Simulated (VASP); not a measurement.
## Hf2N: single point with PBEsol

Hf2N:

```xyz
6
Lattice="5.3131 0.0000 0.0000 0.0000 5.3131 0.0000 0.0000 0.0000 3.2421" Properties=species:S:1:pos:R:3 pbc="T T T"
Hf    1.5702    1.5702    0.0000
Hf    3.7429    3.7429    0.0000
Hf    4.2268    1.0863    1.6210
Hf    1.0863    4.2268    1.6210
N     0.0000    0.0000    0.0000
N     2.6566    2.6566    1.6210
```

```json
{
 "Program": "VASP 6.6.1",
 "Task": "single point",
 "Functional": "PBEsol",
 "Potentials or basis": "VASP PAW PBE potentials, release 64 (Hf_pv, N)",
 "Cutoff": "520 eV",
 "k mesh": "8 × 8 × 12",
 "Occupations": "gaussian, width 0.1 eV",
 "Spin": "no spin polarisation"
}
```

```
Pressure               : -3.3 GPa
Largest force          : 0.012 eV/Å
Band gap on the k mesh : zero (bands 25 and 26 overlap by 2.66 eV)
```

Forces in eV/Å, atoms in the order of the input:
```
Hf   0.009  0.009  0.000
Hf  -0.009 -0.009  0.000
Hf   0.009 -0.009  0.000
Hf  -0.009  0.009  0.000
N    0.000  0.000  0.000
N    0.000  0.000  0.000
```

Stress tensor (GPa, compression positive):
```
-3.05  0.00  0.00
 0.00 -3.05  0.00
 0.00  0.00 -3.68
```

Levels at points of the mesh, in eV from the Fermi level:
```tsv
k point	band 22	band 23	band 24	band 25	band 26	band 27	band 28	band 29
(0.00, 0.00, 0.00)	-2.13	-0.13	0.79	1.03	1.11	1.11	1.55	1.76
(0.50, 0.00, 0.00)	-2.48	-1.06	-1.06	1.41	1.41	1.85	1.85	1.97
(0.50, 0.50, 0.00)	-1.76	-1.42	-1.42	1.05	1.05	1.50	1.50	1.80
(0.00, 0.00, 0.50)	-1.46	-1.27	-1.27	-1.25	-1.25	2.17	2.17	3.69
(0.50, 0.00, 0.50)	-1.95	-1.17	-1.17	-0.94	-0.94	1.77	1.77	3.81
(0.50, 0.50, 0.50)	-1.70	-0.85	-0.85	-0.58	-0.58	1.28	1.28	2.89
```

Wall time 6 min on 1 thread of Intel Xeon 8259CL, with other jobs on the host, peak memory 0.37 GiB.

Caveat: the cell stands under tension; the PAW data sets were made with another functional, which shifts forces and pressure a little; spin-orbit coupling is left out, which moves the levels of the heavy elements.
